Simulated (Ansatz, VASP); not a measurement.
Two plane-wave programs on PtS2

File POSCAR:

```
PtS2
1.0
    3.5526240046      0.0000000000      0.0000000000
   -1.7763120023      3.0766626381      0.0000000000
    0.0000000000      0.0000000000      5.1228330609
Pt S
1 2
Direct
    0.0000000000      0.0000000000      0.0000000000
    0.3333333333      0.6666666667      0.2392541205
    0.6666666667      0.3333333333      0.7607458795
```

INCAR.step1

```
ALGO     = Normal         # electronic algorithm
EDIFF    = 1E-5           # SCF threshold, eV
ENCUT    = 400            # plane-wave cutoff, eV
GGA      = PE             # functional
GGA_COMPAT= F            
ISIF     = 2              # what is computed and relaxed
ISMEAR   = 0              # smearing method
LASPH    = T              # aspherical terms in the spheres
LCHARG   = F              # write CHGCAR
LREAL    = F              # projectors in reciprocal space
LWAVE    = T              # write WAVECAR
NBANDS   = 18             # bands
NELM     = 120            # most SCF steps
PREC     = Accurate       # precision mode
SIGMA    = 0.01           # smearing width, eV
```

The input INCAR.step2:

```
ALGO     = Normal         # electronic algorithm
EDIFF    = 1E-6           # SCF threshold, eV
ENCUT    = 400            # plane-wave cutoff, eV
GGA      = PE             # functional
GGA_COMPAT= F            
HFSCREEN = 0.2079         # screening, 1/A
ISIF     = 2              # what is computed and relaxed
ISMEAR   = 0              # smearing method
ISTART   = 1            
LASPH    = T              # aspherical terms in the spheres
LCHARG   = F              # write CHGCAR
LHFCALC  = T              # exact exchange
LREAL    = F              # projectors in reciprocal space
LWAVE    = F              # write WAVECAR
NBANDS   = 18             # bands
NELM     = 120            # most SCF steps
PREC     = Accurate       # precision mode
PRECFOCK = Normal       
SIGMA    = 0.01           # smearing width, eV
```

KPOINTS

```
k-points
0
Gamma
  6 6 4
```

Input for Ansatz:

```yaml
crystal:
  lattice:
    - [3.5526240046, 0.0, 0.0]
    - [-1.7763120023, 3.0766626381, 0.0]
    - [0.0, 0.0, 5.1228330609]
  atoms:
    - { symbol: Pt, position: [0.0, 0.0, 0.0] }
    - { symbol: S, position: [0.3333333333, 0.6666666667, 0.2392541205] }
    - { symbol: S, position: [0.6666666667, 0.3333333333, 0.7607458795] }
kpoints:
  mp_grid: { grid: [6, 6, 4] }
  band_path:
    path:
      - [0.0, 0.0, 0.0]
      - [0.5, 0.0, 0.0]
      - [0.3333333333, 0.3333333333, 0.0]
      - [0.0, 0.0, 0.5]
      - [0.5, 0.0, 0.5]
      - [0.3333333333, 0.3333333333, 0.5]
      - [0.0, 0.169271, 0.1875]
      - [0.0, 0.28125, 0.299479]
      - [0.0, 0.25, 0.3333333333]
    npoints: 1
hamiltonian:
  xc: hse06
scf:
  occupations: { method: fixed }
  n_extra_bands: 4
output:
  forces: true
  stress: true
  eigenvalues: true
```

Alike in both runs: task single point; functional HSE06; k mesh 6 × 6 × 4; no spin polarisation.

```csv
,VASP,Ansatz
version,VASP 6.6.1,Ansatz 0.2.0
potentials or method,"VASP PAW PBE potentials, release 64 (Pt, S)","plane waves, PAW"
plane-wave cutoff (eV),400,420
occupations,"gaussian, width 0.01 eV",fixed
valence electrons in the cell,22,30
```

```tsv
	VASP	Ansatz	Ansatz less VASP
gap on the k mesh at the Fermi level (eV)	1.40	1.42	+0.019
pressure (GPa)	-1.4	-1.0	+0.42
traceless stress, the component that is largest in VASP (GPa)	0.92	0.82	-0.098
rms of the force components (eV/Å)	0.194	0.178	-0.0153
```

Atom by atom the forces differ by 0.015 eV/Å (rms over components). VASP's potentials hold 22 valence electrons a cell and Ansatz's 30, so a difference there can come from the potentials and not from the codes. Ansatz's warnings: stress exchange threshold loose, stress scf threshold loose.

Spin-orbit coupling is off throughout.
